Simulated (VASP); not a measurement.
# Ge (Fmmm) in VASP: single point with r2SCAN

Aim: the single point of Ge with r2SCAN.

Program: VASP 6.6.1. These are calculated values, not measurements. Logs are shortened: lines on timing, memory, paths and dates and some standing lists are left out, and cuts for length are marked.

## (1) The cell of the first run

The structure is orthorhombic, space group Fmmm (No. 69). The conventional cell has a = 5.261 Å, b = 5.771 Å, c = 10.231 Å, α = 90.00°, β = 90.00°, γ = 90.00°. Within 3.7 Å of Ge (site symmetry mm2) lie 12 Ge at 2.71 to 3.69 Å. Ge (site symmetry m2m) has 8 Ge at 2.61 to 3.17 Å within 3.4 Å.

## (2) Single point, r2SCAN

File POSCAR:

```
Ge
1.0
    0.0000000000      2.8857400000      5.1156650000
    2.6304970000      0.0000000000      5.1156650000
    2.6304970000      2.8857400000      0.0000000000
Ge
4
Direct
    0.7818670000      0.7818670000      0.2181330000
    0.2181330000      0.2181330000      0.7818670000
    0.2735100000      0.7264900000      0.2735100000
    0.7264900000      0.2735100000      0.7264900000
```

File INCAR.step1:

```
  PREC = Accurate
  ENCUT = 520
  ISMEAR = 0
  SIGMA = 0.1
  LREAL = F
  LASPH = T
  NELM = 60
  NBANDS = 36
  GGA = PE
  ALGO = Normal
  EDIFF = 1E-4
  LWAVE = T
  LCHARG = F
```

File INCAR.step2:

```
  PREC = Accurate
  ENCUT = 520
  EDIFF = 1E-6
  ISMEAR = 0
  SIGMA = 0.1
  LREAL = F
  LASPH = T
  NELM = 60
  ALGO = Normal
  ISIF = 2
  LWAVE = F
  LCHARG = F
  METAGGA = R2SCAN
  LMIXTAU = T
  NBANDS = 36
  ISTART = 1
```

File KPOINTS:

```
Automatic mesh
0
Gamma
  6 6 6
```

Potentials or basis: VASP PAW PBE potentials, release 64 (Ge_d).

Launch:

```sh
$ cat potpaw_PBE.64/Ge_d/POTCAR > POTCAR
$ cp INCAR.step1 INCAR
$ mpirun -np 1 vasp_std > vasp.out
$ cp INCAR.step2 INCAR
$ mpirun -np 1 vasp_std > vasp.out
```

OUTCAR:

```text
PREC = Accurate
   ENCUT = 520
   EDIFF = 1E-6
   ISMEAR = 0
   LREAL = F
   LASPH = T
   NELM = 60
   ISIF = 2
   METAGGA = R2SCAN
   ISTART = 1

 ion  position               nearest neighbor table
   1  0.782  0.782  0.218-   2 2.71   2 2.71   3 2.73   4 2.73
   2  0.218  0.218  0.782-   1 2.71   1 2.71   3 2.73   4 2.73
   3  0.274  0.726  0.274-   4 2.61   4 2.64   4 2.64   2 2.73   1 2.73
   4  0.726  0.274  0.726-   3 2.61   3 2.64   3 2.64   2 2.73   1 2.73

  LATTYP: Found a face centered orthorhombic cell.
 ALAT       =     5.2609940000
 B/A-ratio  =     1.0970322338
 C/A-ratio  =     1.9447522654

  Lattice vectors:

 A1 = (   0.0000000000,   2.8857400000,   5.1156650000)
 A2 = (   2.6304970000,   0.0000000000,   5.1156650000)
 A3 = (   2.6304970000,   2.8857400000,   0.0000000000)

Analysis of symmetry for initial positions (statically):
=====================================================================
 Subroutine PRICEL returns:
 Original cell was already a primitive cell.

 Routine SETGRP: Setting up the symmetry group for a
 face centered orthorhombic supercell.

 Subroutine GETGRP returns: Found  8 space group operations
 (whereof  8 operations were pure point group operations)
 out of a pool of  8 trial point group operations.

The static configuration has the point symmetry D_2h.

Analysis of symmetry for dynamics (positions and initial velocities):
=====================================================================
 Subroutine PRICEL returns:
 Original cell was already a primitive cell.

 Routine SETGRP: Setting up the symmetry group for a
 face centered orthorhombic supercell.

 Subroutine GETGRP returns: Found  8 space group operations
 (whereof  8 operations were pure point group operations)
 out of a pool of  8 trial point group operations.

The dynamic configuration has the point symmetry D_2h.

 Subroutine INISYM returns: Found  8 space group operations
 (whereof  8 operations are pure point group operations),
 and found     1 'primitive' translations

----------------------------------------------------------------------------------------

                                     Primitive cell

  volume of cell :      77.6653

  direct lattice vectors                    reciprocal lattice vectors
     0.000000000  2.885740000  5.115665000    -0.190078149  0.173265783  0.097739004
     2.630497000  0.000000000  5.115665000     0.190078149 -0.173265783  0.097739004
     2.630497000  2.885740000  0.000000000     0.190078149  0.173265783 -0.097739004

  length of vectors
     5.873459265  5.752351072  3.904741965     0.275142957  0.275142957  0.275142957

  position of ions in fractional coordinates (direct lattice)
     0.781867000  0.781867000  0.218133000
     0.218133000  0.218133000  0.781867000
     0.273510000  0.726490000  0.273510000
     0.726490000  0.273510000  0.726490000

  ion indices of the primitive-cell ions
   primitive index   ion index
                 1           1
                 2           2
                 3           3
                 4           4

----------------------------------------------------------------------------------------

 KPOINTS: Automatic mesh

Automatic generation of k-mesh.
 Grid dimensions read from file:
 generate k-points for:    6    6    6

 Generating k-lattice:

  Cartesian coordinates                     Fractional coordinates (reciprocal lattice)
    -0.031679691  0.028877630  0.016289834     0.166666667 -0.000000000 -0.000000000
     0.031679691 -0.028877630  0.016289834     0.000000000  0.166666667  0.000000000
     0.031679691  0.028877630 -0.016289834    -0.000000000  0.000000000  0.166666667

  Length of vectors
     0.045857160  0.045857160  0.045857160

  Shift w.r.t. Gamma in fractional coordinates (k-lattice)
     0.000000000  0.000000000  0.000000000

 Subroutine IBZKPT returns following result:
 ===========================================

 Found     46 irreducible k-points:

 Following reciprocal coordinates:
            Coordinates               Weight
  0.000000  0.000000  0.000000      1.000000
  0.166667  0.000000 -0.000000      8.000000
  0.333333  0.000000  0.000000      8.000000
  0.500000  0.000000  0.000000      4.000000
  0.166667  0.166667  0.000000      2.000000
  0.333333  0.166667  0.000000      8.000000
[... 16 lines left out ...]
 -0.166667  0.166667  0.166667      8.000000
  0.500000  0.333333  0.166667      4.000000
 [... further k-points ...]
   k-points           NKPTS =     46   k-points in BZ     NKDIM =     46   number of bands    NBANDS=     36
   number of dos      NEDOS =    301   number of ions     NIONS =      4
   total plane-waves  NPLWV =  69120
   dimension x,y,z NGX =    48 NGY =   48 NGZ =   30
   dimension x,y,z NGXF=    96 NGYF=   96 NGZF=   60
   ions per type =               4
   NGX,Y,Z   is equivalent  to a cutoff of  13.59, 13.87, 12.77 a.u.
   NGXF,Y,Z  is equivalent  to a cutoff of  27.17, 27.74, 25.55 a.u.
 SYSTEM =  unknown system
   PREC   = accura    normal or accurate (medium, high low for compatibility)
   ISTART =      1    job   : 0-new  1-cont  2-samecut
   ICHARG =      0    charge: 1-file 2-atom 10-const
   ISPIN  =      1    spin polarized calculation?
   LNONCOLLINEAR =      F non collinear calculations
   LSORBIT =      F    spin-orbit coupling
   LASPH  =      T    aspherical Exc in radial PAW
   ENCUT  =  520.0 eV  38.22 Ry    6.18 a.u.  10.92 10.70  7.26*2*pi/ulx,y,z
   NELM   =     60;   NELMIN=  2; NELMDL=  0     # of ELM steps
   EDIFF  = 0.1E-05   stopping-criterion for ELM
   LREAL  =      F    real-space projection
   EDIFFG = 0.1E-04   stopping-criterion for IOM
   NSW    =      0    number of steps for IOM
   IBRION =     -1    ionic relax: 0-MD 1-quasi-New 2-CG
   NFREE  =      0    steps in history (QN), initial steepest desc. (CG)
   ISIF   =      2    stress and relaxation
   ISYM   =      2    0-nonsym 1-usesym 2-fastsym
   POTIM  = 0.5000    time-step for ionic-motion
   TEBEG  =    0.0;   TEEND  =   0.0 temperature during run
   PSTRESS=    0.0 pullay stress
   NELECT =      56.0000    total number of electrons
   NUPDOWN=      -1.0000    fix difference up-down
   EMIN   =  10.00;   EMAX   =-10.00  energy-range for DOS
   EFERMI =   0.00;   METHOD = LEGACY
   ISMEAR =     0;   SIGMA  =   0.10  broadening in eV -4-tet -1-fermi 0-gaus
   EFERMI_NEDOS =   21; number of points for ismear=-14 and -15
   IALGO  =     38    algorithm
   IMIX   =      4    mixing-type and parameters
     AMIX     =   0.40;   BMIX     =  1.00
     AMIX_MAG =   1.60;   BMIX_MAG =  1.00
  volume/ion in A,a.u.               =      19.42       131.03
  Fermi-wavevector in a.u.,A,eV,Ry     =   1.468008  2.774133 29.321208  2.155048
  Thomas-Fermi vector in A             =   2.583557
   LORBIT       =      0    0 simple, 1 ext, 2 COOP (PROOUT), +10 PAW based schemes
   METAGGA = R2SCAN    functional components
   LHFCALC =     F    Hartree Fock is set to
   AEXX    =    0.0000 exact exchange contribution
   IVDW    =     0    specifies the selected vdW correction
   LEPSILON=     F    determine dielectric tensor
   LRPA    =     F    only Hartree local field effects (RPA)
 non-spin polarized calculation
 Gauss-broadening in eV      SIGMA  =   0.10
  energy-cutoff  :      520.00
  volume of cell :       77.67
 maximum number of plane-waves:      2116
 NGX is ok and might be reduce to    48
   NGX = 21   NGY = 21   NGZ = 15

 number of electron      55.9999999 magnetization

 Free energy of the ion-electron system (eV)
  ---------------------------------------------------
  ext. energy  EPLUGINS =         0.00000000
  ---------------------------------------------------
  free energy    TOTEN  =       -53.99781730 eV

  energy without entropy =      -53.98879467  energy(sigma->0) =      -53.99330599

 E-fermi :   6.2602     XC(G=0): -12.1032

 val. band max:        6.2079560545   @ k =   0.5000  -0.3333   0.1667
 cond. band min:       6.2845035363   @ k =  -0.3333   0.0000   0.1667
 fundamental gap:      0.0765474818
 Fermi energy:         6.2602050332

 k-point     1 :       0.0000    0.0000    0.0000
  band No.  band energies     occupation
      1     -19.3047      2.00000
      2     -19.2486      2.00000
      3     -19.2155      2.00000
      4     -19.2031      2.00000
      5     -19.1970      2.00000
      6     -19.1947      2.00000
[... 28 lines left out ...]
     35      13.7417      0.00000
     36      13.9179      0.00000

 k-point     2 :       0.1667    0.0000   -0.0000
  band No.  band energies     occupation
      1     -19.2875      2.00000
      2     -19.2395      2.00000
      3     -19.2161      2.00000
      4     -19.2024      2.00000
      5     -19.1925      2.00000
      6     -19.1916      2.00000
[... 28 lines left out ...]
     35      13.0279      0.00000
     36      13.6274      0.00000

 k-point     3 :       0.3333    0.0000    0.0000
  band No.  band energies     occupation
      1     -19.2417      2.00000
      2     -19.2204      2.00000
      3     -19.2172      2.00000
      4     -19.2030      2.00000
      5     -19.1834      2.00000
      6     -19.1718      2.00000
[... 28 lines left out ...]
     35      13.1034      0.00000
     36      13.2931      0.00000

 k-point     4 :       0.5000    0.0000    0.0000
  band No.  band energies     occupation
      1     -19.2229      2.00000
      2     -19.2139      2.00000
      3     -19.1952      2.00000
      4     -19.1837      2.00000
      5     -19.1802      2.00000
      6     -19.1622      2.00000
[... 28 lines left out ...]
     35      12.8713      0.00000
     36      13.0851      0.00000

 k-point     5 :       0.1667    0.1667    0.0000
  band No.  band energies     occupation
      1     -19.3029      2.00000
      2     -19.2472      2.00000
      3     -19.2086      2.00000
      4     -19.2016      2.00000
      5     -19.1964      2.00000
      6     -19.1934      2.00000
[... 655 lines left out ...]
 k-point    22 :      -0.3333    0.1667    0.1667
  band No.  band energies     occupation
      1     -19.2380      2.00000
      2     -19.2189      2.00000
      3     -19.2100      2.00000
      4     -19.1957      2.00000
      5     -19.1756      2.00000
      6     -19.1680      2.00000
[... 28 lines left out ...]
     35      12.8574      0.00000
     36      13.8185      0.00000

 k-point    23 :      -0.1667    0.1667    0.1667
  band No.  band energies     occupation
      1     -19.2340      2.00000
      2     -19.2270      2.00000
      3     -19.2142      2.00000
      4     -19.1967      2.00000
      5     -19.1915      2.00000
      6     -19.1659      2.00000
[... 28 lines left out ...]
     35      13.7798      0.00000
     36      14.1069      0.00000

 k-point    24 :       0.5000    0.3333    0.1667
  band No.  band energies     occupation
      1     -19.2861      2.00000
      2     -19.2253      2.00000
      3     -19.2145      2.00000
      4     -19.2094      2.00000
      5     -19.1871      2.00000
      6     -19.1787      2.00000
[... 28 lines left out ...]
     35      12.8470      0.00000
     36      13.2767      0.00000

 [... further k-points ...]

------------------------ aborting loop because EDIFF is reached ----------------------------------------

  FORCE on cell =-STRESS in cart. coord.  units (eV):
  Direction    XX          YY          ZZ          XY          YZ          ZX
  --------------------------------------------------------------------------------------
  -------------------------------------------------------------------------------------
  Total       -0.3963983     -1.4244342     -1.4518064     -0.0000000      0.0000000      0.0000000
  in kB       -8.1773998    -29.3850125    -29.9496809     -0.0000000      0.0000000      0.0000000
  external PRESSURE =     -22.5040311 kB  Pullay stress =       0.0000000 kB

 VOLUME and BASIS-vectors are now :
 -----------------------------------------------------------------------------
  energy-cutoff  :      520.00
  volume of cell :       77.67
      direct lattice vectors                 reciprocal lattice vectors
     0.000000000  2.885740000  5.115665000    -0.190078149  0.173265783  0.097739004
     2.630497000  0.000000000  5.115665000     0.190078149 -0.173265783  0.097739004
     2.630497000  2.885740000  0.000000000     0.190078149  0.173265783 -0.097739004

 POSITION                                       TOTAL-FORCE (eV/Angst)
 -----------------------------------------------------------------------------------
      2.63050      2.88574      7.99954         0.000000      0.000000      0.079342
      2.63050      2.88574      2.23179         0.000000      0.000000     -0.079342
      2.63050      1.57856      5.11566         0.000000     -0.023085      0.000000
      2.63050      4.19292      5.11566         0.000000      0.023085      0.000000
 -----------------------------------------------------------------------------------
    total drift:                                0.000000      0.000000      0.000000

  FREE ENERGIE OF THE ION-ELECTRON SYSTEM (eV)
  ---------------------------------------------------
  free  energy   TOTEN  =       -53.9978173031 eV

  energy  without entropy=      -53.9887946673  energy(sigma->0) =      -53.99330599
```

It took 5.1 min on 1 thread of Intel Xeon 6975P-C (Granite Rapids), shared host; peak memory 0.31 GiB.

Results:

```
Free energy            : -53.9978 eV
Pressure               : -2.3 GPa
Largest force          : 0.079 eV/Å
Band gap on the k mesh : zero (bands 28 and 29 overlap by 3.49 eV)
```

Forces in eV/Å, atoms in the order of the input:
```
Ge   0.000  0.000  0.079
Ge   0.000  0.000 -0.079
Ge   0.000 -0.023  0.000
Ge   0.000  0.023  0.000
```

Levels at points of the mesh, in eV from the Fermi level:
| k point | band 25 | band 26 | band 27 | band 28 | band 29 | band 30 | band 31 | band 32 |
| --- | --- | --- | --- | --- | --- | --- | --- | --- |
| (0.00, 0.00, 0.00) | -2.94 | -2.60 | -2.22 | -2.09 | -1.80 | 3.27 | 4.13 | 4.22 |
| (0.50, 0.00, 0.00) | -2.08 | -1.78 | -0.96 | 0.69 | 0.91 | 1.24 | 2.51 | 2.61 |
| (0.50, 0.50, 0.00) | -2.37 | -2.02 | -0.32 | 0.51 | 1.11 | 1.22 | 1.95 | 2.82 |
| (0.50, 0.00, 0.50) | -4.86 | -4.32 | -3.37 | -2.79 | -1.35 | -0.86 | 3.71 | 4.99 |
| (0.00, 0.50, 0.50) | -5.99 | -5.54 | -3.57 | -2.30 | -2.06 | 3.13 | 3.89 | 4.22 |

Caveat: the PAW data sets were made with another functional, which shifts forces and pressure a little.
